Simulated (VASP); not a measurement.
# Si5N (P3m1) in VASP: further runs

Si5N is run at these levels: PBE; tasks: single point, relaxation of cell and atoms.

Everything below comes from runs of VASP 6.6.1. Logs are shortened: lines on timing, memory, paths and dates and some standing lists are left out, and cuts for length are marked.

## 1. The cell of the first run

Symmetry: P3m1, No. 156, trigonal system. Conventional cell: a = 3.715 Å, b = 3.715 Å, c = 8.597 Å, α = 90.00°, β = 90.00°, γ = 120.00°. Si (site symmetry 3m) has 4 Si at 2.31 to 2.36 Å within 3.0 Å. Si (site symmetry 3m) has 4 Si at 2.31 to 2.36 Å within 3.1 Å. Within 3.1 Å of Si (site symmetry 3m) lie 4 Si at 2.31 to 2.36 Å. Within 2.9 Å of Si (site symmetry 3m) lie 3 N at 2.17 Å and 1 Si at 2.36 Å. Within 2.4 Å of Si (site symmetry 3m) lie 1 N at 1.82 Å and 3 Si at 2.31 Å. N (site symmetry 3m) has 4 Si at 1.82 to 2.17 Å within 2.4 Å.

## 2. Single point, PBE

The input, INCAR:

```
PREC = Accurate
ENCUT = 520
EDIFF = 1E-6
ISMEAR = 0
SIGMA = 0.2
LREAL = False
LASPH = True
NELM = 60
ALGO = Normal
ISIF = 2
LWAVE = False
LCHARG = False
GGA = PE
NBANDS = 22
```

The input, KPOINTS:

```
Automatic mesh
0
Gamma
  5 5 2
```

The input, POSCAR:

```
Si5N
1.0
    3.7149921498      0.0000000000      0.0000000000
   -1.8574960749      3.2172775766      0.0000000000
    0.0000000000      0.0000000000      8.5966553311
Si N
5 1
Direct
    0.3333333333      0.6666666667      0.3105111711
    0.3333333333      0.6666666667      0.5845984880
    0.6666666667      0.3333333333      0.6839288609
    0.6666666667      0.3333333333      0.9586801765
    0.0000000000      0.0000000000      0.2122448994
    0.0000000000      0.0000000000      0.0000364041
```

Potentials or basis: VASP PAW PBE potentials, release 64 (Si, N).

The run is started by

```bash
$ cat potpaw_PBE.64/Si/POTCAR potpaw_PBE.64/N/POTCAR > POTCAR
$ mpirun -np 1 vasp_std > vasp.out
```

OUTCAR:

```text
PREC = Accurate
   ENCUT = 520
   EDIFF = 1E-6
   ISMEAR = 0
   LREAL = False
   LASPH = True
   NELM = 60
   ISIF = 2
   GGA = PE

 ion  position               nearest neighbor table
   1  0.333  0.667  0.311-   5 2.31   5 2.31   5 2.31   2 2.36
   2  0.333  0.667  0.585-   3 2.31   3 2.31   3 2.31   1 2.36
   3  0.667  0.333  0.684-   2 2.31   2 2.31   2 2.31   4 2.36
   4  0.667  0.333  0.959-   6 2.17   6 2.17   6 2.17   3 2.36   5 3.06   5 3.06   5 3.06
   5  0.000  0.000  0.212-   6 1.82   1 2.31   1 2.31   1 2.31   4 3.06   4 3.06   4 3.06
   6  0.000  0.000  0.000-   5 1.82   4 2.17   4 2.17   4 2.17

  LATTYP: Found a hexagonal cell.
 ALAT       =     3.7149921498
 C/A-ratio  =     2.3140440099

  Lattice vectors:

 A1 = (   3.7149921498,   0.0000000000,   0.0000000000)
 A2 = (  -1.8574960749,   3.2172775766,   0.0000000000)
 A3 = (   0.0000000000,   0.0000000000,   8.5966553311)

Analysis of symmetry for initial positions (statically):
=====================================================================
 Subroutine PRICEL returns:
 Original cell was already a primitive cell.

 Routine SETGRP: Setting up the symmetry group for a
 hexagonal supercell.

 Subroutine GETGRP returns: Found  6 space group operations
 (whereof  6 operations were pure point group operations)
 out of a pool of 24 trial point group operations.

The static configuration has the point symmetry C_3v.

Analysis of symmetry for dynamics (positions and initial velocities):
=====================================================================
 Subroutine PRICEL returns:
 Original cell was already a primitive cell.

 Routine SETGRP: Setting up the symmetry group for a
 hexagonal supercell.

 Subroutine GETGRP returns: Found  6 space group operations
 (whereof  6 operations were pure point group operations)
 out of a pool of 24 trial point group operations.

The dynamic configuration has the point symmetry C_3v.

 Subroutine INISYM returns: Found  6 space group operations
 (whereof  6 operations are pure point group operations),
 and found     1 'primitive' translations

----------------------------------------------------------------------------------------

                                     Primitive cell

  volume of cell :     102.7486

  direct lattice vectors                    reciprocal lattice vectors
     3.714992150  0.000000000  0.000000000     0.269179573  0.155410899  0.000000000
    -1.857496075  3.217277577  0.000000000     0.000000000  0.310821798  0.000000000
     0.000000000  0.000000000  8.596655331     0.000000000  0.000000000  0.116324310

  length of vectors
     3.714992150  3.714992150  8.596655331     0.310821798  0.310821798  0.116324310

  position of ions in fractional coordinates (direct lattice)
     0.333333333  0.666666667  0.310511171
     0.333333333  0.666666667  0.584598488
     0.666666667  0.333333333  0.683928861
     0.666666667  0.333333333  0.958680177
     0.000000000  0.000000000  0.212244899
     0.000000000  0.000000000  0.000036404

  ion indices of the primitive-cell ions
   primitive index   ion index
                 1           1
                 2           2
                 3           3
                 4           4
                 5           5
                 6           6

----------------------------------------------------------------------------------------

 KPOINTS: Automatic mesh

Automatic generation of k-mesh.
 Grid dimensions read from file:
 generate k-points for:    5    5    2

 Generating k-lattice:

  Cartesian coordinates                     Fractional coordinates (reciprocal lattice)
     0.053835915  0.031082180  0.000000000     0.200000000  0.000000000  0.000000000
     0.000000000  0.062164360  0.000000000     0.000000000  0.200000000  0.000000000
     0.000000000  0.000000000  0.058162155     0.000000000  0.000000000  0.500000000

  Length of vectors
     0.062164360  0.062164360  0.058162155

  Shift w.r.t. Gamma in fractional coordinates (k-lattice)
     0.000000000  0.000000000  0.000000000

[... 42 lines left out ...]
   NGX = 13   NGY = 13   NGZ = 31

 number of electron      25.0000002 magnetization

 Free energy of the ion-electron system (eV)
  ---------------------------------------------------
  ext. energy  EPLUGINS =         0.00000000
  ---------------------------------------------------
  free energy    TOTEN  =       -34.38336264 eV

  energy without entropy =      -34.37247774  energy(sigma->0) =      -34.37792019

 E-fermi :   6.5064     XC(G=0):  -9.8023

 val. band max:        6.5056510224   @ k =   0.0000   0.0000   0.0000
 cond. band min:       6.7639903921   @ k =   0.2000   0.2000   0.0000
 fundamental gap:      0.2583393696
 Fermi energy:         6.5064367500

 k-point     1 :       0.0000    0.0000    0.0000
  band No.  band energies     occupation
      1      -9.9005      2.00000
      2      -5.2428      2.00000
      3      -4.4896      2.00000
      4      -0.4358      2.00000
      5       0.7200      2.00000
      6       2.2435      2.00000
[... 14 lines left out ...]
     21      10.4873      0.00000
     22      11.0157      0.00000

 k-point     2 :       0.2000    0.0000    0.0000
  band No.  band energies     occupation
      1      -9.6731      2.00000
      2      -4.7805      2.00000
      3      -3.9996      2.00000
      4      -0.9931      2.00000
      5       0.7825      2.00000
      6       1.5326      2.00000
[... 14 lines left out ...]
     21      11.9047      0.00000
     22      12.1344      0.00000

 k-point     3 :       0.4000    0.0000    0.0000
  band No.  band energies     occupation
      1      -9.2424      2.00000
      2      -3.6474      2.00000
      3      -2.6947      2.00000
      4      -1.9690      2.00000
      5      -0.5272      2.00000
      6       0.4648      2.00000
[... 14 lines left out ...]
     21      12.1200      0.00000
     22      13.6039      0.00000
[... 126 lines left out ...]
 k-point     9 :       0.2000    0.2000    0.5000
  band No.  band energies     occupation
      1      -9.3342      2.00000
      2      -4.0442      2.00000
      3      -2.9133      2.00000
      4      -1.6325      2.00000
      5      -0.0156      2.00000
      6       0.6627      2.00000
[... 14 lines left out ...]
     21      11.6978      0.00000
     22      11.9355      0.00000

 k-point    10 :       0.4000    0.2000    0.5000
  band No.  band energies     occupation
      1      -9.0965      2.00000
      2      -2.8890      2.00000
      3      -2.6107      2.00000
      4      -1.4829      2.00000
      5      -0.7793      2.00000
      6      -0.5069      2.00000
[... 14 lines left out ...]
     21      11.8724      0.00000
     22      12.7348      0.00000

------------------------ aborting loop because EDIFF is reached ----------------------------------------

  FORCE on cell =-STRESS in cart. coord.  units (eV):
  Direction    XX          YY          ZZ          XY          YZ          ZX
  --------------------------------------------------------------------------------------
  -------------------------------------------------------------------------------------
  Total       -0.0535322     -0.0535322     -0.0974238      0.0000000      0.0000000      0.0000000
  in kB       -0.8347372     -0.8347372     -1.5191465      0.0000000      0.0000000      0.0000000
  external PRESSURE =      -1.0628736 kB  Pullay stress =       0.0000000 kB

 VOLUME and BASIS-vectors are now :
 -----------------------------------------------------------------------------
  energy-cutoff  :      520.00
  volume of cell :      102.75
      direct lattice vectors                 reciprocal lattice vectors
     3.714992150  0.000000000  0.000000000     0.269179573  0.155410899  0.000000000
    -1.857496075  3.217277577  0.000000000     0.000000000  0.310821798  0.000000000
     0.000000000  0.000000000  8.596655331     0.000000000  0.000000000  0.116324310

 POSITION                                       TOTAL-FORCE (eV/Angst)
 -----------------------------------------------------------------------------------
     -0.00000      2.14485      2.66936         0.000000      0.000000     -0.004623
     -0.00000      2.14485      5.02559        -0.000000     -0.000000      0.003631
      1.85750      1.07243      5.87950        -0.000000      0.000000     -0.008825
      1.85750      1.07243      8.24144        -0.000000      0.000000     -0.012233
      0.00000      0.00000      1.82460        -0.000000      0.000000      0.012195
      0.00000      0.00000      0.00031         0.000000     -0.000000      0.009855
 -----------------------------------------------------------------------------------
    total drift:                               -0.000000     -0.000000      0.000218

  FREE ENERGIE OF THE ION-ELECTRON SYSTEM (eV)
  ---------------------------------------------------
  free  energy   TOTEN  =       -34.3833626417 eV

  energy  without entropy=      -34.3724777363  energy(sigma->0) =      -34.37792019
```

Wall time 22 s (1 thread of Intel Xeon Platinum 8488C (Sapphire Rapids), shared host); peak memory 0.21 GiB.

What came out:

```
Free energy   : -34.3834 eV
Pressure      : -0.1 GPa
Largest force : 0.012 eV/Å
```

Forces in eV/Å, atoms in the order of the input:
```
Si   0.000  0.000 -0.005
Si   0.000  0.000  0.004
Si   0.000  0.000 -0.009
Si   0.000  0.000 -0.012
Si   0.000  0.000  0.012
N    0.000  0.000  0.010
```

Caveat: the k points lie up to 0.39 Å⁻¹ apart.

## 3. Relaxation of cell and atoms, PBE

This run uses another cell than the first one, of the same volume but with other edges.

The input, INCAR:

```
PREC = Accurate
ENCUT = 600
EDIFF = 1E-6
ISMEAR = 0
SIGMA = 0.2
LREAL = False
LASPH = True
NELM = 60
ALGO = Normal
ISIF = 3
LWAVE = False
LCHARG = False
GGA = PE
IBRION = 2
NSW = 36
EDIFFG = -0.08
```

The input, KPOINTS:

```
regular mesh
0
Gamma
  5 5 2
```

The input, POSCAR:

```
Si5N
1.0
    3.6500000000      0.0000000000      0.0000000000
   -1.8250000000      3.1609927200      0.0000000000
    0.0000000000      0.0000000000      8.9000000000
Si N
5 1
Direct
    0.3333333300      0.6666666700      0.3333330000
    0.3333333300      0.6666666700      0.5833330000
    0.6666666700      0.3333333300      0.6666670000
    0.6666666700      0.3333333300      0.9166670000
    0.0000000000      0.0000000000      0.2500000000
    0.0000000000      0.0000000000      0.0000000000
```

Potentials or basis: VASP PAW PBE potentials, release 64 (Si, N).

The run is started by

```bash
$ cat potpaw_PBE.64/Si/POTCAR potpaw_PBE.64/N/POTCAR > POTCAR
$ mpirun -np 1 vasp_std > vasp.out
```

Run time: 2.4 min. Hardware: 1 thread of Intel Xeon Platinum 8488C (Sapphire Rapids), shared host; peak memory 0.24 GiB.

Results (log left out):

```yaml
Free_energy: -34.3847 eV
Relaxed_volume: 17.17 Å³/atom
Relaxed_cell: a = 3.719 Å, b = 3.719 Å, c = 8.604 Å, α = 90.00°, β = 90.00°, γ = 120.00°
Space_group_after_relaxing_to_0.05_Å: P3m1 (No. 156)
Energy_gained_by_relaxing: 250.1 meV/atom
Ionic_steps: 11
Pressure_after_relaxing: -0.3 GPa
Largest_force_after_relaxing: 0.049 eV/Å
```

Forces on the atoms (eV/Å):
```
Si   0.000  0.000  0.049
Si   0.000  0.000 -0.019
Si   0.000  0.000  0.049
Si   0.000  0.000  0.002
Si   0.000  0.000 -0.044
N    0.000  0.000 -0.037
```

Stress tensor (GPa, compression positive):
```
-0.26  0.00  0.00
 0.00 -0.26  0.00
 0.00  0.00 -0.45
```

Step by step:
| step | energy change (eV) | largest force (eV/Å) | pressure (GPa) | volume (Å³) |
| --- | --- | --- | --- | --- |
| 1 | 0.0000 | 3.5211 | 4.07 | 102.68 |
| 2 | -0.7466 | 1.9005 | -3.76 | 109.29 |
| 3 | -0.8298 | 1.3535 | -6.67 | 112.79 |
| 4 | -1.3151 | 1.2164 | -4.08 | 108.25 |
| 5 | -1.3348 | 1.1806 | -3.09 | 107.28 |
| 6 | -1.4765 | 0.7204 | -0.15 | 103.20 |
| 7 | -1.4862 | 0.5263 | 1.01 | 101.89 |
| 8 | -1.4977 | 0.1869 | 0.09 | 102.68 |
| 9 | -1.4977 | 0.1873 | 0.06 | 102.71 |
| 10 | -1.5001 | 0.1110 | -0.15 | 102.89 |
| 11 | -1.5008 | 0.0491 | -0.32 | 103.04 |

Final structure:
```yaml
crystal:
  lattice:
    - [3.71861, 0.00000, 0.00000]
    - [-1.85930, 3.22041, 0.00000]
    - [0.00000, 0.00000, 8.60445]
  atoms:
    - { symbol: Si, position: [0.33333, 0.66667, 0.31022] }
    - { symbol: Si, position: [0.33333, 0.66667, 0.58439] }
    - { symbol: Si, position: [0.66667, 0.33333, 0.68318] }
    - { symbol: Si, position: [0.66667, 0.33333, 0.95839] }
    - { symbol: Si, position: [0.00000, 0.00000, 0.21300] }
    - { symbol: N, position: [0.00000, 0.00000, 0.00082] }
```

Levels at points of the mesh, in eV from the Fermi level:
| k point | band 9 | band 10 | band 11 | band 12 | band 13 | band 14 | band 15 | band 16 |
| --- | --- | --- | --- | --- | --- | --- | --- | --- |
| (0.00, 0.00, 0.00) | -1.23 | -0.79 | -0.79 | -0.01 | -0.01 | 2.29 | 2.64 | 2.64 |
| (0.00, 0.00, 0.50) | -0.71 | -0.67 | -0.67 | -0.22 | -0.22 | 1.97 | 2.53 | 2.77 |

Caveat: the k points lie up to 0.39 Å⁻¹ apart in the final cell; the relaxation stopped at a loose force limit of 0.08 eV/Å, so its end isn't a converged minimum.

## 4. Single point, PBE

The input, INCAR:

```
SYSTEM = Si5N
PREC = Accurate
ENCUT = 520
EDIFF = 1E-6
ISMEAR = 0
SIGMA = 0.1
LREAL = .False.
LASPH = .True.
NELM = 80
ALGO = Normal
ISIF = 2
LWAVE = .False.
LCHARG = .True.
GGA = PE
LELF = .True.
LVHAR = .True.
NBANDS = 22
```

The input, KPOINTS:

```
Automatic mesh
0
Gamma
  12 12 4
  0 0 0
```

The input, POSCAR:

```
Si5N
1.0
    3.7096868125      0.0000000000      0.0000000000
   -1.8548434062      3.2126830197      0.0000000000
    0.0000000000      0.0000000000      8.6105714661
Si N
5 1
Direct
    0.3333333333      0.6666666667      0.3105719109
    0.3333333333      0.6666666667      0.5848208730
    0.6666666667      0.3333333333      0.6846968861
    0.6666666667      0.3333333333      0.9592711132
    0.0000000000      0.0000000000      0.2109293555
    0.0000000000      0.0000000000     -0.0002901386
```

The run is started by

```bash
$ cat potpaw_PBE.64/Si/POTCAR potpaw_PBE.64/N/POTCAR > POTCAR
$ mpirun -np 1 vasp_std > vasp.out
```

Run time: 1.8 min. Hardware: 1 thread of Intel Xeon Platinum 8488C (Sapphire Rapids), shared host; peak memory 0.28 GiB.

The run converged. Its results:

- Free energy: -34.3844 eV
- Pressure: -0.1 GPa
- Largest force: 0.015 eV/Å

Forces in eV/Å, atoms in the order of the input:
```
Si   0.000  0.000  0.000
Si   0.000  0.000  0.000
Si   0.000  0.000 -0.004
Si   0.000  0.000 -0.015
Si   0.000  0.000  0.010
N    0.000  0.000  0.008
```

Levels at points of the mesh, in eV from the Fermi level:
```tsv
k point	band 11	band 12	band 13	band 14	band 15	band 16
(0.00, 0.00, 0.00)	-0.55	0.22	0.22	2.55	2.88	2.88
(0.50, 0.00, 0.00)	-2.03	-1.44	-0.50	1.11	1.77	2.62
(0.00, 0.00, 0.50)	-0.43	0.02	0.02	2.17	2.80	3.00
(0.50, 0.00, 0.50)	-1.73	-1.14	-0.62	1.51	1.83	2.34
```

## 5. Single point, PBE

This run uses another cell than the first one: it holds 12 atoms, not 6.

The input, INCAR:

```
SYSTEM = Si5N
PREC     = Accurate       ! precision mode
ENCUT    = 520            ! plane-wave cutoff, eV
EDIFF    = 1E-6           ! SCF threshold, eV
ISMEAR   = 0              ! smearing method
SIGMA    = 0.2            ! smearing width, eV
LREAL    = .False.        ! projectors in reciprocal space
LASPH    = .True.         ! aspherical terms in the spheres
NELM     = 80             ! most SCF steps
ALGO     = Normal         ! electronic algorithm
ISIF     = 2              ! what is computed and relaxed
LWAVE    = .False.        ! write WAVECAR
LCHARG   = .False.        ! write CHGCAR
GGA      = PE             ! functional
NBANDS   = 37             ! bands
```

The input, KPOINTS:

```
Automatic mesh
0
Gamma
  6 6 2
  0 0 0
```

The input, POSCAR:

```
Si5N
1.0
    3.7096868125      0.0000000000      0.0000000000
   -1.8548434062      3.2126830197      0.0000000000
    0.0000000000      0.0000000000     17.2211429321
Si N
10 2
Direct
    0.3333333333      0.6666666667      0.1552859555
    0.3333333333      0.6666666667      0.6552859555
    0.3333333333      0.6666666667      0.2924104365
    0.3333333333      0.6666666667      0.7924104365
    0.6666666667      0.3333333333      0.3423484430
    0.6666666667      0.3333333333      0.8423484430
    0.6666666667      0.3333333333      0.4796355566
    0.6666666667      0.3333333333      0.9796355566
    0.0000000000      0.0000000000      0.1054646777
    0.0000000000      0.0000000000      0.6054646777
    0.0000000000      0.0000000000      0.4998549307
    0.0000000000      0.0000000000      0.9998549307
```

The run is started by

```bash
$ cat potpaw_PBE.64/Si/POTCAR potpaw_PBE.64/N/POTCAR > POTCAR
$ mpirun -np 1 vasp_std > vasp.out
```

It took 90 s on 1 thread of Intel Xeon Platinum 8488C (Sapphire Rapids), shared host; peak memory 0.32 GiB.

The run converged. Its results:

| Quantity | Value |
| --- | --- |
| Free energy | -68.7573 eV |
| Pressure | 0.1 GPa |
| Largest force | 0.089 eV/Å |
| Band gap on the k mesh | zero (band 25 reaches 8.00 eV, above the bottom of band 26 at 5.79 eV) |

Forces on the atoms (eV/Å):
```
Si   0.000  0.000 -0.022
Si   0.000  0.000 -0.022
Si   0.000  0.000  0.022
Si   0.000  0.000  0.022
Si   0.000  0.000 -0.036
Si   0.000  0.000 -0.036
Si   0.000  0.000 -0.047
Si   0.000  0.000 -0.047
Si   0.000  0.000  0.089
Si   0.000  0.000  0.089
N    0.000  0.000 -0.006
N    0.000  0.000 -0.006
```

Stress tensor (GPa, compression positive):
```
 0.23  0.00  0.00
 0.00  0.23  0.00
 0.00  0.00 -0.10
```

Levels at points of the mesh, in eV from the Fermi level:
```tsv
k point	band 22	band 23	band 24	band 25	band 26	band 27	band 28	band 29
(0.00, 0.00, 0.00)	-0.59	-0.13	-0.13	0.07	0.07	2.00	2.40	2.65
(0.50, 0.00, 0.00)	-1.90	-1.59	-1.30	-0.81	-0.68	0.95	1.35	1.61
(0.00, 0.00, 0.50)	-0.65	-0.03	-0.03	-0.03	-0.03	2.26	2.26	2.78
(0.50, 0.00, 0.50)	-2.31	-1.43	-1.43	-0.68	-0.68	1.33	1.33	1.50
```

## 6. Overview

| task | cell | k mesh | cutoff (eV) | smearing | gap on the mesh (eV) | pressure (GPa) | largest force (eV/Å) |
| --- | --- | --- | --- | --- | --- | --- | --- |
| single point | a = 3.715, b = 3.715, c = 8.597 Å, angles 90.0, 90.0, 120.0°, 6 atoms | 5 × 5 × 2 | 520 | gaussian 0.2 eV | none | -0.1 | 0.01 |
| relaxation of cell and atoms | relaxed from a = 3.650, b = 3.650, c = 8.900 Å, angles 90.0, 90.0, 120.0°, 6 atoms | 5 × 5 × 2 | 600 | gaussian 0.2 eV | none | -0.3 | 0.05 |
| single point | a = 3.710, b = 3.710, c = 8.611 Å, angles 90.0, 90.0, 120.0°, 6 atoms | 12 × 12 × 4 | 520 | gaussian 0.1 eV | none | -0.1 | 0.01 |
| single point | a = 3.710, b = 3.710, c = 17.221 Å, angles 90.0, 90.0, 120.0°, 12 atoms | 6 × 6 × 2 | 520 | gaussian 0.2 eV | none | 0.1 | 0.09 |

Alike in all rows: level PBE; potentials or basis VASP PAW PBE potentials, release 64 (Si, N); no spin polarisation.

Caveats: some runs use coarse meshes; the relaxation stopped at a loose force limit of 0.08 eV/Å, so its end isn't a converged minimum (some runs).

Absolute energies hang on the potentials; compare differences alone.
